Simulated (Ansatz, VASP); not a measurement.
**Zr in VASP and in Ansatz**

File INCAR:

```
  PREC = Accurate
  ENCUT = 520
  EDIFF = 1E-6
  ISMEAR = -1
  SIGMA = 0.05
  LREAL = False
  LASPH = True
  NELM = 100
  ALGO = Normal
  ISIF = 2
  LWAVE = False
  LCHARG = True
  GGA = PE
  LELF = True
  LVHAR = True
  NBANDS = 19
```

File KPOINTS:

```
regular mesh
0
Gamma
  15 15 8
```

POSCAR

```
Zr
1.0
    2.3871412568      0.0000000000      0.0000000000
   -1.1935706284      2.0673249708      0.0000000000
    0.0000000000      0.0000000000      4.2647780173
Zr
2
Direct
    0.3333333333      0.6666666667      0.2500000000
    0.6666666667      0.3333333333      0.7500000000
```

Input for Ansatz:

```yaml
crystal:
  lattice:
    - [2.3871412568, 0.0, 0.0]
    - [-1.1935706284, 2.0673249708, 0.0]
    - [0.0, 0.0, 4.2647780173]
  atoms:
    - { symbol: Zr, position: [0.3333333333, 0.6666666667, 0.25] }
    - { symbol: Zr, position: [0.6666666667, 0.3333333333, 0.75] }
kpoints:
  mp_grid: { grid: [15, 15, 8] }
scf:
  occupations: { method: fermi_dirac, width: 0.05 }
hamiltonian:
  xc: pbe
  pseudopotentials: { kind: nc }
output:
  forces: true
  stress: true
  eigenvalues: true
```

Change from the starting cell: volume scaled by 0.45, norm-conserving files.

Alike in both runs: task single point; functional PBE; k mesh 15 × 15 × 8; occupations fermi-dirac, width 0.05 eV; no spin polarisation.

|  | VASP | Ansatz |
| --- | --- | --- |
| version | VASP 6.6.1 | Ansatz 0.2.0 |
| potentials or method | VASP PAW PBE potentials, release 64 (Zr_sv) | norm-conserving pseudopotentials, scalar-relativistic |
| plane-wave cutoff (eV) | 520 | 898 |
| valence electrons in the cell | 24 | 24 |

VASP gave:

* pressure (GPa): 274.2
* traceless stress, the component that is largest in VASP (GPa): -0.76

What did Ansatz give for the same quantities?

Pressure (GPa): 271.2; traceless stress, the component that is largest in VASP (GPa): 0.23.

Both programs put the cell under a high pressure, so it lies far from rest at this level. With one functional, cell and mesh, what is left measures potentials, basis and numerics.

Noted on VASP's run: the cell as given lies far from equilibrium.
